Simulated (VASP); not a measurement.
# Fe (Im-3m) in VASP: further runs

Runs on Fe. Level: PBE. Tasks: single point.

All numbers are computed with VASP 6.6.1; they aren't measurements. Logs are shortened: lines on timing, memory, paths and dates and some standing lists are left out, and cuts for length are marked.

## (1) The cell of the first run

Symmetry: Im-3m, No. 229, cubic system. The conventional cell has a = 2.833 Å, b = 2.833 Å, c = 2.833 Å, α = 90.00°, β = 90.00°, γ = 90.00°. Within 3.2 Å of Fe (site symmetry m-3m) lie 14 Fe at 2.45 to 2.83 Å.

## (2) Single point, PBE, collinear spin, ferromagnetic start

INCAR

```
PREC     = Accurate       # precision mode
ENCUT    = 520            # plane-wave cutoff, eV
EDIFF    = 1E-6           # SCF threshold, eV
ISMEAR   = 1              # smearing method
SIGMA    = 0.01           # smearing width, eV
LREAL    = F              # projectors in reciprocal space
LASPH    = T              # aspherical terms in the spheres
NELM     = 150            # most SCF steps
ALGO     = Normal         # electronic algorithm
ISIF     = 2              # what is computed and relaxed
LWAVE    = F              # write WAVECAR
LCHARG   = F              # write CHGCAR
ISPIN    = 2              # spin polarisation
MAGMOM   = 2.208          # initial moments
LORBIT   = 11             # projections on sites
LMAXMIX  = 4              # l up to which the mixer works
GGA      = PE             # functional
NBANDS   = 14             # bands
```

KPOINTS

```
Automatic mesh
0
Gamma
  15 15 15
```

POSCAR

```
Fe
1.0
   -1.4163059769      1.4163059769      1.4163059769
    1.4163059769     -1.4163059769      1.4163059769
    1.4163059769      1.4163059769     -1.4163059769
Fe
1
Direct
    0.0000000000      0.0000000000      0.0000000000
```

Potentials or basis: VASP PAW PBE potentials, release 64 (Fe).

Command:

```console
cat potpaw_PBE.64/Fe/POTCAR > POTCAR
mpirun -np 1 vasp_std > vasp.out
```

OUTCAR:

```text
PREC = Accurate
   ENCUT = 520
   EDIFF = 1E-6
   ISMEAR = 1
   LREAL = F
   LASPH = T
   NELM = 150
   ISIF = 2
   ISPIN = 2
   LORBIT = 11
   GGA = PE

 ion  position               nearest neighbor table
   1  0.000  0.000  0.000-

  LATTYP: Found a body centered cubic cell.
 ALAT       =     2.8326119538

  Lattice vectors:

 A1 = (  -1.4163059769,   1.4163059769,   1.4163059769)
 A2 = (   1.4163059769,  -1.4163059769,   1.4163059769)
 A3 = (   1.4163059769,   1.4163059769,  -1.4163059769)

Analysis of symmetry for initial positions (statically):
=====================================================================
 Subroutine PRICEL returns:
 Original cell was already a primitive cell.

 Routine SETGRP: Setting up the symmetry group for a
 body centered cubic supercell.

 Subroutine GETGRP returns: Found 48 space group operations
 (whereof 48 operations were pure point group operations)
 out of a pool of 48 trial point group operations.

The static configuration has the point symmetry O_h .

Analysis of symmetry for dynamics (positions and initial velocities):
=====================================================================
 Subroutine PRICEL returns:
 Original cell was already a primitive cell.

 Routine SETGRP: Setting up the symmetry group for a
 body centered cubic supercell.

 Subroutine GETGRP returns: Found 48 space group operations
 (whereof 48 operations were pure point group operations)
 out of a pool of 48 trial point group operations.

The dynamic configuration has the point symmetry O_h .

Analysis of structural, dynamic, and magnetic symmetry:
=====================================================================
 Subroutine PRICEL returns:
 Original cell was already a primitive cell.

 Routine SETGRP: Setting up the symmetry group for a
 body centered cubic supercell.

 Subroutine GETGRP returns: Found 48 space group operations
 (whereof 48 operations were pure point group operations)
 out of a pool of 48 trial point group operations.

The overall configuration has the point symmetry O_h .

 Subroutine INISYM returns: Found 48 space group operations
 (whereof 48 operations are pure point group operations),
 and found     1 'primitive' translations

----------------------------------------------------------------------------------------

                                     Primitive cell

  volume of cell :      11.3640

  direct lattice vectors                    reciprocal lattice vectors
    -1.416305977  1.416305977  1.416305977     0.000000000  0.353031060  0.353031060
     1.416305977 -1.416305977  1.416305977     0.353031060  0.000000000  0.353031060
     1.416305977  1.416305977 -1.416305977     0.353031060  0.353031060  0.000000000

  length of vectors
     2.453113911  2.453113911  2.453113911     0.499261313  0.499261313  0.499261313

  position of ions in fractional coordinates (direct lattice)
     0.000000000  0.000000000  0.000000000

  ion indices of the primitive-cell ions
   primitive index   ion index
                 1           1

----------------------------------------------------------------------------------------

 KPOINTS: Automatic mesh

Automatic generation of k-mesh.
 Grid dimensions read from file:
 generate k-points for:   15   15   15

 Generating k-lattice:

  Cartesian coordinates                     Fractional coordinates (reciprocal lattice)
     0.000000000  0.023535404  0.023535404     0.066666667  0.000000000  0.000000000
     0.023535404  0.000000000  0.023535404     0.000000000  0.066666667  0.000000000
     0.023535404  0.023535404  0.000000000     0.000000000  0.000000000  0.066666667

  Length of vectors
     0.033284088  0.033284088  0.033284088

  Shift w.r.t. Gamma in fractional coordinates (k-lattice)
     0.000000000  0.000000000  0.000000000

 Subroutine IBZKPT returns following result:
 ===========================================

 Found    120 irreducible k-points:

 Following reciprocal coordinates:
            Coordinates               Weight
  0.000000  0.000000  0.000000      1.000000
  0.066667  0.000000  0.000000     12.000000
  0.133333  0.000000  0.000000     12.000000
  0.200000  0.000000  0.000000     12.000000
  0.266667  0.000000  0.000000     12.000000
  0.333333  0.000000  0.000000     12.000000
[... 16 lines left out ...]
  0.333333  0.200000  0.000000     48.000000
  0.400000  0.200000 -0.000000     24.000000
 [... further k-points ...]
   k-points           NKPTS =    120   k-points in BZ     NKDIM =    120   number of bands    NBANDS=     14
   number of dos      NEDOS =    301   number of ions     NIONS =      1
   total plane-waves  NPLWV =   5832
   dimension x,y,z NGX =    18 NGY =   18 NGZ =   18
   dimension x,y,z NGXF=    36 NGYF=   36 NGZF=   36
   ions per type =               1
   NGX,Y,Z   is equivalent  to a cutoff of  12.20, 12.20, 12.20 a.u.
   NGXF,Y,Z  is equivalent  to a cutoff of  24.40, 24.40, 24.40 a.u.
 SYSTEM =  unknown system
   PREC   = accura    normal or accurate (medium, high low for compatibility)
   ISTART =      0    job   : 0-new  1-cont  2-samecut
   ICHARG =      2    charge: 1-file 2-atom 10-const
   ISPIN  =      2    spin polarized calculation?
   LNONCOLLINEAR =      F non collinear calculations
   LSORBIT =      F    spin-orbit coupling
   LASPH  =      T    aspherical Exc in radial PAW
   ENCUT  =  520.0 eV  38.22 Ry    6.18 a.u.   4.56  4.56  4.56*2*pi/ulx,y,z
   NELM   =    150;   NELMIN=  2; NELMDL= -5     # of ELM steps
   EDIFF  = 0.1E-05   stopping-criterion for ELM
   LREAL  =      F    real-space projection
   EDIFFG = 0.1E-04   stopping-criterion for IOM
   NSW    =      0    number of steps for IOM
   IBRION =     -1    ionic relax: 0-MD 1-quasi-New 2-CG
   NFREE  =      0    steps in history (QN), initial steepest desc. (CG)
   ISIF   =      2    stress and relaxation
   ISYM   =      2    0-nonsym 1-usesym 2-fastsym
   POTIM  = 0.5000    time-step for ionic-motion
   TEBEG  =    0.0;   TEEND  =   0.0 temperature during run
   PSTRESS=    0.0 pullay stress
   NELECT =       8.0000    total number of electrons
   NUPDOWN=      -1.0000    fix difference up-down
   EMIN   =  10.00;   EMAX   =-10.00  energy-range for DOS
   EFERMI =   0.00;   METHOD = LEGACY
   ISMEAR =     1;   SIGMA  =   0.01  broadening in eV -4-tet -1-fermi 0-gaus
   EFERMI_NEDOS =   21; number of points for ismear=-14 and -15
   IALGO  =     38    algorithm
   IMIX   =      4    mixing-type and parameters
     AMIX     =   0.40;   BMIX     =  1.00
     AMIX_MAG =   1.60;   BMIX_MAG =  1.00
  volume/ion in A,a.u.               =      11.36        76.69
  Fermi-wavevector in a.u.,A,eV,Ry     =   1.456334  2.752073 28.856726  2.120910
  Thomas-Fermi vector in A             =   2.573265
   LORBIT       =     11    0 simple, 1 ext, 2 COOP (PROOUT), +10 PAW based schemes
   GGA     = PE    functional components
   LHFCALC =     F    Hartree Fock is set to
   AEXX    =    0.0000 exact exchange contribution
   IVDW    =     0    specifies the selected vdW correction
   LEPSILON=     F    determine dielectric tensor
   LRPA    =     F    only Hartree local field effects (RPA)
 spin polarized calculation
 Methfessel and Paxton  Order N= 1 SIGMA  =   0.01
  energy-cutoff  :      520.00
  volume of cell :       11.36
 maximum number of plane-waves:       321
   NGX =  9   NGY =  9   NGZ =  9

 number of electron       8.0000009 magnetization       2.1815907

 Free energy of the ion-electron system (eV)
  ---------------------------------------------------
  ext. energy  EPLUGINS =         0.00000000
  ---------------------------------------------------
  free energy    TOTEN  =        -8.24321944 eV

  energy without entropy =       -8.24322055  energy(sigma->0) =       -8.24321981

 E-fermi :   5.8330     XC(G=0): -13.1160

 val. band max:        5.8298219733   @ k =  -0.3333   0.3333   0.1333
 cond. band min:       5.8349456421   @ k =  -0.4000   0.4000   0.1333
 fundamental gap:      0.0051236688
 Fermi energy:         5.8330309350

 spin component 1

 k-point     1 :       0.0000    0.0000    0.0000
  band No.  band energies     occupation
      1      -2.6026      1.00000
      2       3.5111      1.00000
      3       3.5111      1.00000
      4       3.5111      1.00000
      5       4.7222      1.00000
      6       4.7222      1.00000
      7      30.8499      0.00000
      8      30.8499      0.00000
      9      30.8499      0.00000
     10      35.9322      0.00000
     11      35.9322      0.00000
     12      38.2240      0.00000
     13      38.2240      0.00000
     14      38.2240      0.00000
[... 375 lines left out ...]
 k-point    24 :       0.4000    0.2000   -0.0000
  band No.  band energies     occupation
      1       1.6105      1.00000
      2       2.5213      1.00000
      3       3.5210      1.00000
      4       4.7838      1.00000
      5       5.2814      1.00000
      6       9.6872      0.00000
      7      13.3654      0.00000
      8      18.5656      0.00000
      9      25.0515      0.00000
     10      32.0523      0.00000
     11      36.7004      0.00000
     12      39.8193      0.00000
     13      43.8175      0.00000
     14      49.8131      0.00000

 [... further k-points ...]

 spin component 2

 k-point     1 :       0.0000    0.0000    0.0000
  band No.  band energies     occupation
      1      -2.4512      1.00000
      2       5.4203      1.00000
      3       5.4205      1.00000
      4       5.4205      1.00000
      5       7.4706      0.00000
      6       7.4707      0.00000
      7      30.5796      0.00000
      8      30.5797      0.00000
      9      30.5797      0.00000
     10      36.1063      0.00000
     11      36.1064      0.00000
     12      38.8700      0.00000
     13      38.8700      0.00000
     14      38.8700      0.00000
[... 375 lines left out ...]
 k-point    24 :       0.4000    0.2000   -0.0000
  band No.  band energies     occupation
      1       2.9818      1.00000
      2       4.1703      1.00000
      3       4.9061      1.00000
      4       7.2904      0.00000
      5       7.7752      0.00000
      6      10.9007      0.00000
      7      14.5814      0.00000
      8      19.2078      0.00000
      9      25.5131      0.00000
     10      32.2853      0.00000
     11      36.7862      0.00000
     12      40.3142      0.00000
     13      44.6567      0.00000
     14      49.7513      0.00000

 [... further k-points ...]

------------------------ aborting loop because EDIFF is reached ----------------------------------------

  FORCE on cell =-STRESS in cart. coord.  units (eV):
  Direction    XX          YY          ZZ          XY          YZ          ZX
  --------------------------------------------------------------------------------------
  -------------------------------------------------------------------------------------
  Total       -0.0289474     -0.0289474     -0.0289474     -0.0000000     -0.0000000      0.0000000
  in kB       -4.0812069     -4.0812069     -4.0812069     -0.0000000     -0.0000000      0.0000000
  external PRESSURE =      -4.0812069 kB  Pullay stress =       0.0000000 kB

 VOLUME and BASIS-vectors are now :
 -----------------------------------------------------------------------------
  energy-cutoff  :      520.00
  volume of cell :       11.36
      direct lattice vectors                 reciprocal lattice vectors
    -1.416305977  1.416305977  1.416305977     0.000000000  0.353031060  0.353031060
     1.416305977 -1.416305977  1.416305977     0.353031060  0.000000000  0.353031060
     1.416305977  1.416305977 -1.416305977     0.353031060  0.353031060  0.000000000

 POSITION                                       TOTAL-FORCE (eV/Angst)
 -----------------------------------------------------------------------------------
      0.00000      0.00000      0.00000        -0.000000      0.000000     -0.000000
 -----------------------------------------------------------------------------------
    total drift:                                0.000000      0.000000      0.000000

  FREE ENERGIE OF THE ION-ELECTRON SYSTEM (eV)
  ---------------------------------------------------
  free  energy   TOTEN  =        -8.2432194402 eV

  energy  without entropy=       -8.2432205520  energy(sigma->0) =       -8.24321981

 total charge

# of ion       s       p       d       tot
------------------------------------------
    1        0.486   0.543   6.237   7.267

 magnetization (x)

# of ion       s       p       d       tot
------------------------------------------
    1       -0.014  -0.061   2.256   2.182
```

Run time: 59 s. Hardware: 1 thread of Intel Xeon 8259CL, shared host; peak memory 0.14 GiB.

What came out:

| Property | Result |
| --- | --- |
| Free energy | -8.2432 eV |
| Pressure | -0.4 GPa |
| Net moment | 2.18 μB per cell |
| Site moments | Fe +2.18 μB |
| Valence electrons inside the program's atomic spheres | Fe 7.27 |

Levels at points of the mesh, in eV from the Fermi level:
Spin up:
```csv
k point,band 3,band 4,band 5,band 6,band 7,band 8
"(0.00, 0.00, 0.00)",-2.32,-2.32,-1.11,-1.11,25.02,25.02
```
Spin down:
```csv
k point,band 1,band 2,band 3,band 4,band 5,band 6
"(0.00, 0.00, 0.00)",-8.28,-0.41,-0.41,-0.41,1.64,1.64
```

## (3) Single point, PBE, collinear spin, ferromagnetic start

INCAR

```
SYSTEM = Fe
PREC     = Accurate       ! precision mode
ENCUT    = 520            ! plane-wave cutoff, eV
EDIFF    = 1E-6           ! SCF threshold, eV
ISMEAR   = 1              ! smearing method
SIGMA    = 0.03           ! smearing width, eV
LREAL    = .FALSE.        ! projectors in reciprocal space
LASPH    = .TRUE.         ! aspherical terms in the spheres
NELM     = 150            ! most SCF steps
ALGO     = Normal         ! electronic algorithm
ISIF     = 2              ! what is computed and relaxed
LWAVE    = .FALSE.        ! write WAVECAR
LCHARG   = .FALSE.        ! write CHGCAR
ISPIN    = 2              ! spin polarisation
MAGMOM   = 2.208          ! initial moments
LORBIT   = 11             ! projections on sites
LMAXMIX  = 4              ! l up to which the mixer works
GGA      = PE             ! functional
NBANDS   = 14             ! bands
```

KPOINTS

```
Automatic mesh
0
G
  15 15 15
  0 0 0
```

POSCAR is that of step 2.

Potentials or basis: VASP PAW PBE potentials, release 64 (Fe).

Command:

```console
cat potpaw_PBE.64/Fe/POTCAR > POTCAR
mpirun -np 1 vasp_std > vasp.out
```

OUTCAR:

```text
SYSTEM = Fe
   PREC = Accurate
   ENCUT = 520
   EDIFF = 1E-6
   ISMEAR = 1
   LREAL = .FALSE.
   LASPH = .TRUE.
   NELM = 150
   ISIF = 2
   ISPIN = 2
   LORBIT = 11
   GGA = PE

 ion  position               nearest neighbor table
   1  0.000  0.000  0.000-

  LATTYP: Found a body centered cubic cell.
 ALAT       =     2.8326119538

  Lattice vectors:

 A1 = (  -1.4163059769,   1.4163059769,   1.4163059769)
 A2 = (   1.4163059769,  -1.4163059769,   1.4163059769)
 A3 = (   1.4163059769,   1.4163059769,  -1.4163059769)
[... 1023 lines left out ...]
  -------------------------------------------------------------------------------------
  Total       -0.0184199     -0.0184199     -0.0184199      0.0000000      0.0000000      0.0000000
  in kB       -2.5969645     -2.5969645     -2.5969645      0.0000000      0.0000000      0.0000000
  external PRESSURE =      -2.5969645 kB  Pullay stress =       0.0000000 kB

 VOLUME and BASIS-vectors are now :
 -----------------------------------------------------------------------------
  energy-cutoff  :      520.00
  volume of cell :       11.36
      direct lattice vectors                 reciprocal lattice vectors
    -1.416305977  1.416305977  1.416305977     0.000000000  0.353031060  0.353031060
     1.416305977 -1.416305977  1.416305977     0.353031060  0.000000000  0.353031060
     1.416305977  1.416305977 -1.416305977     0.353031060  0.353031060  0.000000000

 POSITION                                       TOTAL-FORCE (eV/Angst)
 -----------------------------------------------------------------------------------
      0.00000      0.00000      0.00000        -0.000000     -0.000000     -0.000000
 -----------------------------------------------------------------------------------
    total drift:                                0.000000      0.000000      0.000000

  FREE ENERGIE OF THE ION-ELECTRON SYSTEM (eV)
  ---------------------------------------------------
  free  energy   TOTEN  =        -8.2432182109 eV

  energy  without entropy=       -8.2432038658  energy(sigma->0) =       -8.24321343

 total charge

# of ion       s       p       d       tot
------------------------------------------
    1        0.486   0.543   6.238   7.267

 magnetization (x)

# of ion       s       p       d       tot
------------------------------------------
    1       -0.014  -0.061   2.254   2.179
```

Wall time 59 s (1 thread of Intel Xeon 8259CL, shared host); peak memory 0.14 GiB.

Results:

```
Free energy                                           : -8.2432 eV
Pressure                                              : -0.3 GPa
Net moment                                            : 2.18 μB per cell
Site moments                                          : Fe +2.18 μB
Valence electrons inside the program's atomic spheres : Fe 7.27
```

Levels at points of the mesh, in eV from the Fermi level:
Spin up:
| k point | band 3 | band 4 | band 5 | band 6 | band 7 | band 8 |
| --- | --- | --- | --- | --- | --- | --- |
| (0.00, 0.00, 0.00) | -2.32 | -2.32 | -1.11 | -1.11 | 25.02 | 25.02 |
Spin down:
| k point | band 1 | band 2 | band 3 | band 4 | band 5 | band 6 | band 7 |
| --- | --- | --- | --- | --- | --- | --- | --- |
| (0.00, 0.00, 0.00) | -8.28 | -0.41 | -0.41 | -0.41 | 1.64 | 1.64 | 24.75 |

(Continued in part 2 of 2.)
